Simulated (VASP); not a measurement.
# CaO (Fddd) in VASP: a series of runs

Runs on CaO. Level: PBE. Tasks: single point.

All numbers are computed with VASP 6.6.1; they aren't measurements. Logs are shortened: lines on timing, memory, paths and dates and some standing lists are left out, and cuts for length are marked.

### 1 The cell of the first run

The structure is orthorhombic, space group Fddd (No. 70). The conventional cell has a = 7.331 Å, b = 10.036 Å, c = 10.036 Å, α = 90.00°, β = 90.00°, γ = 90.00°. Ca (site symmetry 2) has 4 O at 2.24 to 2.26 Å within 3.0 Å. Within 3.0 Å of O (site symmetry 2) lie 4 Ca at 2.24 to 2.26 Å.

### 2 Single point, PBE

INCAR reads:

```
PREC     = Accurate       # precision mode
ENCUT    = 520            # plane-wave cutoff, eV
EDIFF    = 1E-6           # SCF threshold, eV
ISMEAR   = 0              # smearing method
SIGMA    = 0.1            # smearing width, eV
LREAL    = F              # projectors in reciprocal space
LASPH    = T              # aspherical terms in the spheres
NELM     = 60             # most SCF steps
ALGO     = Normal         # electronic algorithm
ISIF     = 2              # what is computed and relaxed
LWAVE    = F              # write WAVECAR
LCHARG   = T              # write CHGCAR
GGA      = PE             # functional
LELF     = T              # ELF
LVHAR    = T            
NBANDS   = 42             # bands
```

KPOINTS reads:

```
Automatic mesh
0
Gamma
  4 4 4
```

POSCAR reads:

```
CaO
1.0
    0.0000000000      5.0180177200      5.0180177200
    3.6655528800      0.0000000000      5.0180177200
    3.6655528800      5.0180177200      0.0000000000
Ca O
4 4
Direct
    0.0910748800      0.0910748800      0.4089251200
    0.4089251200      0.4089251200      0.0910748800
    0.1589251200      0.1589251200      0.8410748800
    0.8410748800      0.8410748800      0.1589251200
    0.1589251200      0.8410748800      0.1589251200
    0.8410748800      0.1589251200      0.8410748800
    0.0910748800      0.4089251200      0.0910748800
    0.4089251200      0.0910748800      0.4089251200
```

Potentials or basis: VASP PAW PBE potentials, release 64 (Ca_sv, O).

Started as:

```console
cat potpaw_PBE.64/Ca_sv/POTCAR potpaw_PBE.64/O/POTCAR > POTCAR
mpirun -np 1 vasp_std > vasp.out
```

OUTCAR:

```text
PREC = Accurate
   ENCUT = 520
   EDIFF = 1E-6
   ISMEAR = 0
   LREAL = F
   LASPH = T
   NELM = 60
   ISIF = 2
   GGA = PE

 ion  position               nearest neighbor table
   1  0.091  0.091  0.409-   5 2.24   6 2.24   7 2.26   8 2.26
   2  0.409  0.409  0.091-   5 2.24   6 2.24   7 2.26   8 2.26
   3  0.159  0.159  0.841-   7 2.24   8 2.24   5 2.26   6 2.26
   4  0.841  0.841  0.159-   7 2.24   8 2.24   5 2.26   6 2.26
   5  0.159  0.841  0.159-   1 2.24   2 2.24   3 2.26   4 2.26
   6  0.841  0.159  0.841-   1 2.24   2 2.24   3 2.26   4 2.26
   7  0.091  0.409  0.091-   3 2.24   4 2.24   1 2.26   2 2.26
   8  0.409  0.091  0.409-   3 2.24   4 2.24   1 2.26   2 2.26

  LATTYP: Found a body centered tetragonal cell.
 ALAT       =     7.0965487159
 C/A-ratio  =     1.0330522700

  Lattice vectors:

 A1 = (  -3.6655528800,   0.0000000000,  -5.0180177200)
 A2 = (  -3.6655528800,   0.0000000000,   5.0180177200)
 A3 = (   3.6655528800,   5.0180177200,   0.0000000000)

Analysis of symmetry for initial positions (statically):
=====================================================================
 Subroutine PRICEL returns:
 Original cell was already a primitive cell.

 Routine SETGRP: Setting up the symmetry group for a
 body centered tetragonal supercell.

 Subroutine GETGRP returns: Found  8 space group operations
 (whereof  4 operations were pure point group operations)
 out of a pool of 16 trial point group operations.

The static configuration has the point symmetry D_2 .
 The point group associated with its full space group is D_2h.

Analysis of symmetry for dynamics (positions and initial velocities):
=====================================================================
 Subroutine PRICEL returns:
 Original cell was already a primitive cell.

 Routine SETGRP: Setting up the symmetry group for a
 body centered tetragonal supercell.

 Subroutine GETGRP returns: Found  8 space group operations
 (whereof  4 operations were pure point group operations)
 out of a pool of 16 trial point group operations.

The dynamic configuration has the point symmetry D_2 .
 The point group associated with its full space group is D_2h.

 Subroutine INISYM returns: Found  8 space group operations
 (whereof  4 operations are pure point group operations),
 and found     1 'primitive' translations

----------------------------------------------------------------------------------------

                                     Primitive cell

  volume of cell :     184.6009

  direct lattice vectors                    reciprocal lattice vectors
     0.000000000  5.018017720  5.018017720    -0.136405071  0.099640939  0.099640939
     3.665552880  0.000000000  5.018017720     0.136405071 -0.099640939  0.099640939
     3.665552880  5.018017720  0.000000000     0.136405071  0.099640939 -0.099640939

  length of vectors
     7.096548716  6.214240079  6.214240079     0.196119803  0.196119803  0.196119803

  position of ions in fractional coordinates (direct lattice)
     0.091074880  0.091074880  0.408925120
     0.408925120  0.408925120  0.091074880
     0.158925120  0.158925120  0.841074880
     0.841074880  0.841074880  0.158925120
     0.158925120  0.841074880  0.158925120
     0.841074880  0.158925120  0.841074880
     0.091074880  0.408925120  0.091074880
     0.408925120  0.091074880  0.408925120

  ion indices of the primitive-cell ions
   primitive index   ion index
                 1           1
                 2           2
                 3           3
                 4           4
                 5           5
                 6           6
                 7           7
                 8           8

----------------------------------------------------------------------------------------

 KPOINTS: Automatic mesh

Automatic generation of k-mesh.
 Grid dimensions read from file:
 generate k-points for:    4    4    4

 Generating k-lattice:

  Cartesian coordinates                     Fractional coordinates (reciprocal lattice)
    -0.034101268  0.024910235  0.024910235     0.250000000  0.000000000  0.000000000
     0.034101268 -0.024910235  0.024910235     0.000000000  0.250000000 -0.000000000
     0.034101268  0.024910235 -0.024910235     0.000000000 -0.000000000  0.250000000

  Length of vectors
     0.049029951  0.049029951  0.049029951

  Shift w.r.t. Gamma in fractional coordinates (k-lattice)
     0.000000000  0.000000000  0.000000000

 Subroutine IBZKPT returns following result:
 ===========================================

 Found     18 irreducible k-points:

 Following reciprocal coordinates:
            Coordinates               Weight
  0.000000  0.000000  0.000000      1.000000
  0.250000  0.000000  0.000000      8.000000
  0.500000  0.000000  0.000000      4.000000
  0.250000  0.250000  0.000000      2.000000
  0.250000  0.000000  0.250000      2.000000
  0.500000  0.250000  0.000000      8.000000
[... 10 lines left out ...]
  0.500000 -0.250000  0.250000      2.000000
  0.000000  0.500000  0.500000      1.000000
   k-points           NKPTS =     18   k-points in BZ     NKDIM =     18   number of bands    NBANDS=     42
   number of dos      NEDOS =    301   number of ions     NIONS =      8
   total plane-waves  NPLWV = 124416
   dimension x,y,z NGX =    54 NGY =   48 NGZ =   48
   dimension x,y,z NGXF=   108 NGYF=   96 NGZF=   96
   ions per type =               4   4
   NGX,Y,Z   is equivalent  to a cutoff of  12.65, 12.84, 12.84 a.u.
   NGXF,Y,Z  is equivalent  to a cutoff of  25.30, 25.68, 25.68 a.u.
 SYSTEM =  unknown system
   PREC   = accura    normal or accurate (medium, high low for compatibility)
   ISTART =      0    job   : 0-new  1-cont  2-samecut
   ICHARG =      2    charge: 1-file 2-atom 10-const
   ISPIN  =      1    spin polarized calculation?
   LNONCOLLINEAR =      F non collinear calculations
   LSORBIT =      F    spin-orbit coupling
   LASPH  =      T    aspherical Exc in radial PAW
   ENCUT  =  520.0 eV  38.22 Ry    6.18 a.u.  13.19 11.55 11.55*2*pi/ulx,y,z
   NELM   =     60;   NELMIN=  2; NELMDL= -5     # of ELM steps
   EDIFF  = 0.1E-05   stopping-criterion for ELM
   LREAL  =      F    real-space projection
   EDIFFG = 0.1E-04   stopping-criterion for IOM
   NSW    =      0    number of steps for IOM
   IBRION =     -1    ionic relax: 0-MD 1-quasi-New 2-CG
   NFREE  =      0    steps in history (QN), initial steepest desc. (CG)
   ISIF   =      2    stress and relaxation
   ISYM   =      2    0-nonsym 1-usesym 2-fastsym
   POTIM  = 0.5000    time-step for ionic-motion
   TEBEG  =    0.0;   TEEND  =   0.0 temperature during run
   PSTRESS=    0.0 pullay stress
   NELECT =      64.0000    total number of electrons
   NUPDOWN=      -1.0000    fix difference up-down
   EMIN   =  10.00;   EMAX   =-10.00  energy-range for DOS
   EFERMI =   0.00;   METHOD = LEGACY
   ISMEAR =     0;   SIGMA  =   0.10  broadening in eV -4-tet -1-fermi 0-gaus
   EFERMI_NEDOS =   21; number of points for ismear=-14 and -15
   IALGO  =     38    algorithm
   IMIX   =      4    mixing-type and parameters
     AMIX     =   0.40;   BMIX     =  1.00
     AMIX_MAG =   1.60;   BMIX_MAG =  1.00
  volume/ion in A,a.u.               =      23.08       155.72
  Fermi-wavevector in a.u.,A,eV,Ry     =   1.150068  2.173313 17.995834  1.322656
  Thomas-Fermi vector in A             =   2.286734
   LORBIT       =      0    0 simple, 1 ext, 2 COOP (PROOUT), +10 PAW based schemes
   GGA     = PE    functional components
   LHFCALC =     F    Hartree Fock is set to
   AEXX    =    0.0000 exact exchange contribution
   IVDW    =     0    specifies the selected vdW correction
   LEPSILON=     F    determine dielectric tensor
   LRPA    =     F    only Hartree local field effects (RPA)
 non-spin polarized calculation
 Gauss-broadening in eV      SIGMA  =   0.10
  energy-cutoff  :      520.00
  volume of cell :      184.60
 maximum number of plane-waves:      5017
 NGX is ok and might be reduce to    54
   NGX = 27   NGY = 23   NGZ = 23

 number of electron      64.0000000 magnetization

 Free energy of the ion-electron system (eV)
  ---------------------------------------------------
  ext. energy  EPLUGINS =         0.00000000
  ---------------------------------------------------
  free energy    TOTEN  =       -48.99077909 eV

  energy without entropy =      -48.99077909  energy(sigma->0) =      -48.99077909

 E-fermi :  -0.0546     XC(G=0):  -7.5091

 val. band max:       -0.5536283555   @ k =   0.2500   0.0000   0.2500
 cond. band min:       1.9152761433   @ k =   0.0000   0.0000   0.0000
 fundamental gap:      2.4689044988
 Fermi energy:        -0.0545936492

 k-point     1 :       0.0000    0.0000    0.0000
  band No.  band energies     occupation
      1     -37.9001      2.00000
      2     -37.8449      2.00000
      3     -37.8141      2.00000
      4     -37.7881      2.00000
      5     -19.8364      2.00000
      6     -19.6185      2.00000
[... 34 lines left out ...]
     41       7.1922      0.00000
     42       7.2914      0.00000

 k-point     2 :       0.2500    0.0000    0.0000
  band No.  band energies     occupation
      1     -37.8920      2.00000
      2     -37.8444      2.00000
      3     -37.8184      2.00000
      4     -37.7927      2.00000
      5     -19.7527      2.00000
      6     -19.6103      2.00000
[... 34 lines left out ...]
     41       7.0558      0.00000
     42       7.3247      0.00000

 k-point     3 :       0.5000    0.0000    0.0000
  band No.  band energies     occupation
      1     -37.8823      2.00000
      2     -37.8417      2.00000
      3     -37.8272      2.00000
      4     -37.7965      2.00000
      5     -19.6328      2.00000
      6     -19.6009      2.00000
[... 34 lines left out ...]
     41       6.8798      0.00000
     42       7.0839      0.00000

 k-point     4 :       0.2500    0.2500    0.0000
  band No.  band energies     occupation
      1     -37.8931      2.00000
      2     -37.8553      2.00000
      3     -37.8080      2.00000
      4     -37.7909      2.00000
      5     -19.7900      2.00000
      6     -19.5470      2.00000
[... 574 lines left out ...]
     41       6.6135      0.00000
     42       6.6135      0.00000

 k-point    17 :       0.5000   -0.2500    0.2500
  band No.  band energies     occupation
      1     -37.8676      2.00000
      2     -37.8676      2.00000
      3     -37.8063      2.00000
      4     -37.8063      2.00000
      5     -19.5096      2.00000
      6     -19.5096      2.00000
[... 34 lines left out ...]
     41       7.0142      0.00000
     42       7.0215      0.00000

 k-point    18 :       0.0000    0.5000    0.5000
  band No.  band energies     occupation
      1     -37.8515      2.00000
      2     -37.8515      2.00000
      3     -37.8226      2.00000
      4     -37.8226      2.00000
      5     -19.5812      2.00000
      6     -19.5812      2.00000
[... 34 lines left out ...]
     41       6.9571      0.00000
     42       6.9572      0.00000

------------------------ aborting loop because EDIFF is reached ----------------------------------------

  FORCE on cell =-STRESS in cart. coord.  units (eV):
  Direction    XX          YY          ZZ          XY          YZ          ZX
  --------------------------------------------------------------------------------------
  -------------------------------------------------------------------------------------
  Total        1.6697081      2.6145149      3.0009566      0.0000000      0.0000000      0.0000000
  in kB       14.4916311     22.6917424     26.0457240      0.0000000      0.0000000      0.0000000
  external PRESSURE =      21.0763658 kB  Pullay stress =       0.0000000 kB

 VOLUME and BASIS-vectors are now :
 -----------------------------------------------------------------------------
  energy-cutoff  :      520.00
  volume of cell :      184.60
      direct lattice vectors                 reciprocal lattice vectors
     0.000000000  5.018017720  5.018017720    -0.136405071  0.099640939  0.099640939
     3.665552880  0.000000000  5.018017720     0.136405071 -0.099640939  0.099640939
     3.665552880  5.018017720  0.000000000     0.136405071  0.099640939 -0.099640939

 POSITION                                       TOTAL-FORCE (eV/Angst)
 -----------------------------------------------------------------------------------
      1.83278      2.50901      0.91403        -0.000000      0.000000     -0.381958
      1.83278      2.50901      4.10399        -0.000000      0.000000      0.381958
      3.66555      5.01802      1.59498         0.000000     -0.000000      0.381958
      3.66555      5.01802      8.44106         0.000000     -0.000000     -0.381958
      3.66555      1.59498      5.01802         0.000000      0.089107     -0.000000
      3.66555      8.44106      5.01802         0.000000     -0.089107     -0.000000
      1.83278      0.91403      2.50901         0.000000     -0.089107     -0.000000
      1.83278      4.10399      2.50901         0.000000      0.089107     -0.000000
 -----------------------------------------------------------------------------------
    total drift:                                0.000000      0.000000      0.000000

  FREE ENERGIE OF THE ION-ELECTRON SYSTEM (eV)
  ---------------------------------------------------
  free  energy   TOTEN  =       -48.9907790919 eV

  energy  without entropy=      -48.9907790919  energy(sigma->0) =      -48.99077909
```

Wall time 3.6 min (1 thread of Intel Xeon Platinum 8259CL at 2.50GHz (Skylake/Cascade Lake), shared host); peak memory 0.39 GiB.

Results:

| Quantity | Value |
| --- | --- |
| Free energy | -48.9908 eV |
| Pressure | 2.1 GPa |
| Largest force | 0.382 eV/Å |
| Band gap on the k mesh | 2.47 eV, indirect (least direct gap 2.62 eV) |

Forces in eV/Å, atoms in the order of the input:
```
Ca   0.000  0.000 -0.382
Ca   0.000  0.000  0.382
Ca   0.000  0.000  0.382
Ca   0.000  0.000 -0.382
O    0.000  0.089  0.000
O    0.000 -0.089  0.000
O    0.000 -0.089  0.000
O    0.000  0.089  0.000
```

Levels at points of the mesh, in eV from the valence-band top:
```tsv
k point	band 30	band 31	band 32	band 33	band 34	band 35
(0.00, 0.00, 0.00)	-0.22	-0.19	-0.15	2.47	5.13	5.21
(0.50, 0.00, 0.00)	-0.35	-0.27	-0.13	4.20	4.21	5.71
(0.50, 0.50, 0.00)	-0.26	-0.23	-0.23	4.38	4.38	5.96
(0.50, 0.00, 0.50)	-0.45	-0.05	-0.05	4.39	4.39	6.20
(0.00, 0.50, 0.50)	-0.42	-0.23	-0.23	4.51	4.51	5.55
```

A k mesh can miss the band edges. A hybrid or GW would open this gap; PBE tends to underestimate it.

### 3 Single point, PBE

This run uses another cell than the first one, of 23.78 Å³/atom, 1.030 times its volume.

INCAR reads:

```
SYSTEM = CaO
PREC     = Accurate       ! precision mode
ENCUT    = 520            ! plane-wave cutoff, eV
EDIFF    = 1E-6           ! SCF threshold, eV
ISMEAR   = 0              ! smearing method
SIGMA    = 0.02           ! smearing width, eV
LREAL    = .FALSE.        ! projectors in reciprocal space
LASPH    = .TRUE.         ! aspherical terms in the spheres
NELM     = 60             ! most SCF steps
ALGO     = Normal         ! electronic algorithm
ISIF     = 2              ! what is computed and relaxed
LWAVE    = .FALSE.        ! write WAVECAR
LCHARG   = .TRUE.         ! write CHGCAR
GGA      = PE             ! functional
LELF     = .TRUE.         ! ELF
LVHAR    = .TRUE.       
NBANDS   = 42             ! bands
```

KPOINTS reads:

```
Automatic mesh
0
G
  6 6 6
  0 0 0
```

POSCAR reads:

```
CaO
1.0
    0.0000000000      5.1283134727      5.1004166975
    3.6358673284      0.0000000000      5.1004166975
    3.6358673284      5.1283134727      0.0000000000
Ca O
4 4
Direct
    0.0897181860      0.0897181860      0.4102818140
    0.4102818140      0.4102818140      0.0897181860
    0.1602818140      0.1602818140      0.8397181860
    0.8397181860      0.8397181860      0.1602818140
    0.1562356955      0.8437643045      0.1562356955
    0.8437643045      0.1562356955      0.8437643045
    0.0937643045      0.4062356955      0.0937643045
    0.4062356955      0.0937643045      0.4062356955
```

Potentials or basis: VASP PAW PBE potentials, release 64 (Ca_sv, O).

Started as:

```console
cat potpaw_PBE.64/Ca_sv/POTCAR potpaw_PBE.64/O/POTCAR > POTCAR
mpirun -np 1 vasp_std > vasp.out
```

It took 9.7 min on 1 thread of Intel Xeon Platinum 8259CL at 2.50GHz (Skylake/Cascade Lake), shared host; peak memory 0.51 GiB.

Results (log left out):

* Free energy: -49.0516 eV
* Pressure: 0.3 GPa
* Largest force: 0.019 eV/Å
* Band gap on the k mesh: 2.33 eV, indirect (least direct gap 2.48 eV)

Forces on the atoms (eV/Å):
```
Ca   0.000  0.000 -0.019
Ca   0.000  0.000  0.019
Ca   0.000  0.000  0.019
Ca   0.000  0.000 -0.019
O    0.000  0.013  0.000
O    0.000 -0.013  0.000
O    0.000 -0.013  0.000
O    0.000  0.013  0.000
```

Levels at points of the mesh, in eV from the valence-band top:
```
           k point  band 29  band 30  band 31  band 32  band 33  band 34  band 35  band 36
(0.00, 0.00, 0.00)    -0.32    -0.24    -0.20    -0.15     2.33     5.10     5.12     6.02
(0.50, 0.00, 0.00)    -0.39    -0.36    -0.27    -0.13     4.06     4.06     5.56     5.63
(0.50, 0.50, 0.00)    -0.28    -0.28    -0.24    -0.24     4.20     4.20     5.90     5.90
(0.50, 0.00, 0.50)    -0.45    -0.45    -0.04    -0.04     4.19     4.19     6.09     6.09
(0.00, 0.50, 0.50)    -0.43    -0.43    -0.23    -0.23     4.39     4.39     5.35     5.35
```

A k mesh can miss the band edges. A hybrid or GW would open this gap; PBE tends to underestimate it.
